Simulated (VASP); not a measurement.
MgO: single point with LDA

The system is MgO.

```xyz
2
Lattice="2.9380 0.0000 0.0000 -1.4690 2.5444 0.0000 0.0000 0.0000 2.6797" Properties=species:S:1:pos:R:3 pbc="T T T"
Mg    0.0000    0.0000    0.0000
O     0.0000    1.6963    1.3398
```

```json
{"Program": "VASP 6.6.1", "Task": "single point", "Functional": "LDA", "Potentials or basis": "VASP PAW LDA potentials, release 64 (Mg, O)", "Cutoff": "600 eV", "k mesh": "12 × 12 × 8", "Occupations": "gaussian, width 0.01 eV", "Spin": "no spin polarisation"}
```

```
Pressure               : -11.2 GPa
Band gap on the k mesh : 2.95 eV (least direct gap 3.35 eV)
```

Stress tensor (GPa, compression positive):
```
-10.66   0.00   0.00
  0.00 -10.66   0.00
  0.00   0.00 -12.25
```

Levels at points of the mesh, in eV from the valence-band top:
| k point | band 1 | band 2 | band 3 | band 4 | band 5 | band 6 | band 7 | band 8 | band 9 |
| --- | --- | --- | --- | --- | --- | --- | --- | --- | --- |
| (0.00, 0.00, 0.00) | -17.16 | -0.60 | -0.60 | -0.41 | 2.95 | 11.63 | 15.30 | 15.30 | 19.64 |
| (0.50, 0.00, 0.00) | -16.07 | -4.95 | -1.33 | -0.05 | 6.44 | 10.36 | 12.88 | 17.49 | 18.60 |
| (0.00, 0.00, 0.50) | -16.04 | -5.42 | -0.09 | -0.09 | 8.15 | 8.86 | 17.30 | 17.30 | 18.26 |
| (0.50, 0.00, 0.50) | -15.28 | -3.76 | -3.40 | -0.83 | 5.62 | 11.21 | 13.71 | 14.63 | 14.93 |

Run time: 22 s on 1 thread of Intel Xeon 8259CL, with other jobs on the host, peak memory 0.15 GiB.

Caveat: the cell stands under tension. A k mesh can miss the band edges.
